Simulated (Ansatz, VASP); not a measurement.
# Two plane-wave programs on Al2O3

The input INCAR:

```
PREC = Accurate ; ENCUT = 520
EDIFF = 1E-6 ; ISMEAR = 0
SIGMA = 0.05 ; LREAL = F
LASPH = T ; NELM = 100
ALGO = Normal ; ISIF = 2
LWAVE = F ; LCHARG = F
GGA = CA ; NBANDS = 20
```

The input KPOINTS:

```
Automatic mesh
0
Gamma
  12 12 4
```

POSCAR

```
Al2O3
1.0
    2.8410600741      0.0000000000      0.0000000000
   -1.4205300371      2.4604301978      0.0000000000
    0.0000000000      0.0000000000      9.6168570938
Al O
2 3
Direct
    0.0000000000      0.0000000000      0.1499923300
    0.0000000000      0.0000000000      0.8500076700
    0.3333333333      0.6666666667      0.2223169200
    0.6666666667      0.3333333333      0.0000000000
    0.3333333333      0.6666666667      0.7776830800
```

Input for Ansatz:

```yaml
crystal:
  lattice:
    - [2.8410600741, 0.0, 0.0]
    - [-1.4205300371, 2.4604301978, 0.0]
    - [0.0, 0.0, 9.6168570938]
  atoms:
    - { symbol: Al, position: [0.0, 0.0, 0.14999233] }
    - { symbol: Al, position: [0.0, 0.0, 0.85000767] }
    - { symbol: O, position: [0.3333333333, 0.6666666667, 0.22231692] }
    - { symbol: O, position: [0.6666666667, 0.3333333333, 0.0] }
    - { symbol: O, position: [0.3333333333, 0.6666666667, 0.77768308] }
basis:
  ecutwfc: 420
kpoints:
  mp_grid: { grid: [12, 12, 4] }
hamiltonian:
  xc: lda
scf:
  occupations: { method: gaussian, width: 0.05 }
output:
  forces: true
  stress: true
  eigenvalues: true
```

Change from the starting cell: strain -0.015 along x and y, +0.030 along z, atoms carried along.

Alike in both runs: task single point; functional LDA; k mesh 12 × 12 × 4; occupations gaussian, width 0.05 eV; no spin polarisation.

```csv
,VASP,Ansatz
version,VASP 6.6.1,Ansatz 0.2.0
potentials or method,"VASP PAW LDA potentials, release 64 (Al, O), cutoff 520 eV","scalar-relativistic, plane waves, PAW"
valence electrons in the cell,24,24
```

Ansatz gave:

```
gap on the k mesh at the Fermi level (eV)                     : 5.16
least direct gap on the mesh (eV)                             : 5.25
pressure (GPa)                                                : -4.7
traceless stress, the component that is largest in VASP (GPa) : -5.40
rms of the force components (eV/Å)                            : 0.305
```

Task: Estimate VASP's values.

Result: gap on the k mesh at the Fermi level (eV): 5.14; least direct gap on the mesh (eV): 5.26; pressure (GPa): -4.1; traceless stress, the component that is largest in VASP (GPa): -5.93; rms of the force components (eV/Å): 0.299.

LDA's correlation is that of Perdew and Zunger in VASP and of Perdew and Wang (1992) in Ansatz. Atom by atom the forces differ by 0.013 eV/Å (rms over components).
